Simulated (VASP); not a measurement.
A run of VASP 6.6.1:

The input INCAR:

```
PREC = Accurate ; ENCUT = 520
EDIFF = 1E-7 ; ISMEAR = 0
SIGMA = 0.1 ; LREAL = F
LASPH = T ; NELM = 150
ALGO = Normal ; ISIF = 2
LWAVE = F ; LCHARG = F
ISPIN = 2 ; MAGMOM = 0 0 0 3
LORBIT = 11 ; LDIPOL = T
IDIPOL = 3 ; DIPOL = 0.5 0.5 0.337
GGA = PE ; NBANDS = 19
```

KPOINTS

```
regular mesh
0
Gamma
  9 9 1
```

POSCAR

```
Al3N
1.0
    2.8567582918      0.0000000000      0.0000000000
    0.0000000000      2.8567582918      0.0000000000
    0.0000000000      0.0000000000     21.1746954317
Al N
3 1
Direct
    0.5000000000      0.5000000000      0.1889047242
    0.0000000000      0.0000000000      0.2873641967
    0.5000000000      0.5000000000      0.3860596464
    0.5000000000      0.6666666667      0.4838178412
```

Potentials or basis: VASP PAW PBE potentials, release 64 (Al, N).

The run is started by

```sh
$ cat potpaw_PBE.64/Al/POTCAR potpaw_PBE.64/N/POTCAR > POTCAR
$ mpirun -np 1 vasp_std > vasp.out
```

Hardware: 1 thread of Intel(R) Xeon(R) 6975P-C (Granite Rapids), on a shared host.

Estimate the wall time of this run.

Wall time 2.8 min on 1 thread of Intel(R) Xeon(R) 6975P-C (Granite Rapids) (shared host), peak memory 0.41 GiB. Counts: scf iterations 32, k points 25.
